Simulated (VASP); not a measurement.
# C in VASP: notebook, part 3 of 3

VASP 6.6.1. The steps go on from the part before.

## (5) Single point, PBE+D3(BJ) (9.48 Å³/atom)

This run uses another cell than the first one, of 9.48 Å³/atom.

The input, INCAR:

```
ALGO = Normal
EDIFF = 1E-7
ENCUT = 520
GGA = PE
ISIF = 2
ISMEAR = 0
IVDW = 12
LASPH = True
LCHARG = True
LELF = True
LREAL = False
LVHAR = True
LWAVE = False
NBANDS = 16
NELM = 100
PREC = Accurate
SIGMA = 0.1
```

The input, KPOINTS:

```
k-points
0
Gamma
  18 18 6
```

The input, POSCAR:

```
C
1.0
    1.2340958664     -2.1369044008      0.0000000000
    1.2340958664      2.1369044008      0.0000000000
    0.0000000000      0.0000000000      7.1898815049
C
4
Direct
    0.0833196069      0.9166803931      0.7500000000
    0.5833196069      0.4166803931      0.2500000000
    0.9166803931      0.0833196069      0.2500000000
    0.4166803931      0.5833196069      0.7500000000
```

Potentials or basis: VASP PAW PBE potentials, release 64 (C).

Command:

```sh
> cat potpaw_PBE.64/C/POTCAR > POTCAR
> mpirun -np 1 vasp_std > vasp.out
```

OUTCAR:

```text
EDIFF = 1E-7
   ENCUT = 520
   GGA = PE
   ISIF = 2
   ISMEAR = 0
   IVDW = 12
   LASPH = True
   LREAL = False
   NELM = 100
   PREC = Accurate
 IVDW          = 12

 ion  position               nearest neighbor table
   1  0.083  0.917  0.750-   4 1.42   4 1.42   4 1.42
   2  0.583  0.417  0.250-   3 1.42   3 1.42   3 1.42
   3  0.917  0.083  0.250-   2 1.42   2 1.42   2 1.42
   4  0.417  0.583  0.750-   1 1.42   1 1.42   1 1.42

  LATTYP: Found a base centered orthorhombic cell.
 ALAT       =     2.4681917328
 B/A-ratio  =     1.7315546215
 C/A-ratio  =     2.9130157959

  Lattice vectors:

 A1 = (   1.2340958664,  -2.1369044008,   0.0000000000)
 A2 = (   1.2340958664,   2.1369044008,   0.0000000000)
 A3 = (   0.0000000000,   0.0000000000,   7.1898815049)

Analysis of symmetry for initial positions (statically):
=====================================================================
 Subroutine PRICEL returns following result:

  LATTYP: Found a face centered orthorhombic cell.
 ALAT       =     2.4681917328
 B/A-ratio  =     1.7315546215
 C/A-ratio  =     2.9130157959

  Lattice vectors:

 A1 = (   0.0000000000,  -2.1369044008,  -3.5949407525)
 A2 = (   1.2340958664,   0.0000000000,  -3.5949407525)
 A3 = (   1.2340958664,  -2.1369044008,  -0.0000000000)

   2 primitive cells build up your supercell.

 Routine SETGRP: Setting up the symmetry group for a
 base centered orthorhombic supercell.

 Subroutine GETGRP returns: Found  8 space group operations
 (whereof  4 operations were pure point group operations)
 out of a pool of  8 trial point group operations.

The static configuration has the point symmetry C_2h.
 The point group associated with its full space group is D_2h.

Analysis of symmetry for dynamics (positions and initial velocities):
[... 141 lines left out ...]
   IALGO  =     38    algorithm
   IMIX   =      4    mixing-type and parameters
     AMIX     =   0.40;   BMIX     =  1.00
     AMIX_MAG =   1.60;   BMIX_MAG =  1.00
  volume/ion in A,a.u.               =       9.48        63.98
  Fermi-wavevector in a.u.,A,eV,Ry     =   1.227871  2.320341 20.513074  1.507668
  Thomas-Fermi vector in A             =   2.362818
   LORBIT       =      0    0 simple, 1 ext, 2 COOP (PROOUT), +10 PAW based schemes
   GGA     = PE    functional components
   LHFCALC =     F    Hartree Fock is set to
   AEXX    =    0.0000 exact exchange contribution
   IVDW    =    12    specifies the selected vdW correction
   LEPSILON=     F    determine dielectric tensor
   LRPA    =     F    only Hartree local field effects (RPA)
 non-spin polarized calculation
 Gauss-broadening in eV      SIGMA  =   0.10
  energy-cutoff  :      520.00
  volume of cell :       37.92
 maximum number of plane-waves:      1046
   NGX =  9   NGY =  9   NGZ = 27

 number of electron      15.9999993 magnetization

 Free energy of the ion-electron system (eV)
  ---------------------------------------------------
  ext. energy  EPLUGINS =         0.00000000
  ---------------------------------------------------
  free energy    TOTEN  =       -36.87982766 eV

  energy without entropy =      -36.87939892  energy(sigma->0) =      -36.87961329

 E-fermi :   4.0750     XC(G=0):  -9.8400

 val. band max:        4.0008470318   @ k =   0.3333   0.3333   0.3333
 cond. band min:       4.0764375486   @ k =   0.3333   0.3333   0.5000
 fundamental gap:      0.0755905168
 Fermi energy:         4.0750267120

 k-point     1 :       0.0000    0.0000    0.0000
  band No.  band energies     occupation
      1     -15.4970      2.00000
      2     -15.3247      2.00000
      3      -4.1589      2.00000
      4      -2.7920      2.00000
      5       1.0392      2.00000
      6       1.0491      2.00000
[... 433 lines left out ...]
      3      -3.0166      2.00000
      4      -1.9698      2.00000
      5      -1.9355      2.00000
      6      -1.7099      2.00000
[... 8 lines left out ...]
     15      15.3688      0.00000
     16      15.4499      0.00000

 [... further k-points ...]

------------------------ aborting loop because EDIFF is reached ----------------------------------------

 Edisp (eV)   -0.57534

 E8    (eV) :    -0.1616

  FORCE on cell =-STRESS in cart. coord.  units (eV):
  Direction    XX          YY          ZZ          XY          YZ          ZX
  --------------------------------------------------------------------------------------
  -------------------------------------------------------------------------------------
  Total      -0.14870    -0.14789    -0.32275     0.00000    -0.00000     0.00000
  in kB      -6.28251    -6.24847   -13.63632     0.00000    -0.00000     0.00000
  external pressure =       -8.72 kB  Pullay stress =        0.00 kB

 VOLUME and BASIS-vectors are now :
 -----------------------------------------------------------------------------
  energy-cutoff  :      520.00
  volume of cell :       37.92
      direct lattice vectors                 reciprocal lattice vectors
     1.234095866 -2.136904401  0.000000000     0.405154910 -0.233983326  0.000000000
     1.234095866  2.136904401  0.000000000     0.405154910  0.233983326  0.000000000
     0.000000000  0.000000000  7.189881505     0.000000000  0.000000000  0.139084351

 POSITION                                       TOTAL-FORCE (eV/Angst)
 -----------------------------------------------------------------------------------
      1.23410      1.78081      5.39241         0.000000      0.000079      0.000000
      1.23410     -0.35609      1.79747         0.000000      0.000079      0.000000
      1.23410     -1.78081      1.79747         0.000000     -0.000079      0.000000
      1.23410      0.35609      5.39241         0.000000     -0.000079     -0.000000
 -----------------------------------------------------------------------------------
    total drift:                                0.000000     -0.000000     -0.000000

  FREE ENERGIE OF THE ION-ELECTRON SYSTEM (eV)
  ---------------------------------------------------
  free  energy   TOTEN  =       -37.4551644477 eV

  energy  without entropy=      -37.4547357060  energy(sigma->0) =      -37.45495008
```

Wall time 74 s (1 thread of AMD EPYC 9R45 (Zen 5), shared host); peak memory 0.24 GiB.

Results:

```yaml
Free_energy: -37.4552 eV
Pressure: -0.9 GPa
Band_gap_on_the_k_mesh: zero (filled and empty bands touch)
Dispersion_energy_per_atom: -0.144 eV
```

Stress tensor (GPa, compression positive):
```
-0.63  0.00  0.00
 0.00 -0.62  0.00
 0.00  0.00 -1.36
```

## (6) The runs side by side

```tsv
cell	gap on the mesh (eV)	pressure (GPa)
a = 2.462, b = 2.462, c = 6.607 Å, angles 90.0, 90.0, 120.0°, 4 atoms	none	1.6
a = 2.466, b = 2.466, c = 6.993 Å, angles 90.0, 90.0, 120.0°, 4 atoms	none	-0.4
a = 2.456, b = 2.456, c = 7.173 Å, angles 90.0, 90.0, 120.0°, 4 atoms	none	3.1
a = 2.468, b = 2.468, c = 7.190 Å, angles 90.0, 90.0, 120.0°, 4 atoms	none	-0.9
```

Alike in all rows: task single point; level PBE+D3(BJ); potentials or basis VASP PAW PBE potentials, release 64 (C); no spin polarisation; k mesh 18 × 18 × 6; cutoff (eV) 520; smearing gaussian 0.1 eV.

Caveats: the cell stands under pressure (at least some runs).

Absolute energies hang on the potentials; compare differences alone.
